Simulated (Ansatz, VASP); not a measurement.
Re: VASP beside Ansatz

```xyz
1
Lattice="0.0000 2.0332 1.9312 2.0332 0.0000 1.9312 2.0332 2.0332 0.0000" Properties=species:S:1:pos:R:3 pbc="T T T"
Re    0.0000    0.0000    0.0000
```

Alike in both runs: task single point; functional PBE; k mesh 10 × 10 × 10; occupations gaussian, width 0.15 eV; no spin polarisation.

|  | VASP | Ansatz |
| --- | --- | --- |
| version | VASP 6.6.1 | Ansatz 0.2.0 |
| potentials or method | VASP PAW PBE potentials, release 64 (Re), cutoff 520 eV | scalar-relativistic, plane waves, PAW |
| valence electrons in the cell | 7 | 15 |

```csv
,VASP,Ansatz,Ansatz less VASP
gap on the k mesh at the Fermi level (eV),none,none,-
pressure (GPa),-20.3,-19.6,+0.76
"traceless stress, the component that is largest in VASP (GPa)",8.36,8.44,+0.078
```

A gap of «none» marks a metal or a gap that the smearing closes. The functional is the same, so the differences come from potentials, cutoffs and numerics. VASP's potentials hold 7 valence electrons a cell and Ansatz's 15, so a difference there can come from the potentials and not from the codes.

Neither program's run includes spin-orbit coupling.
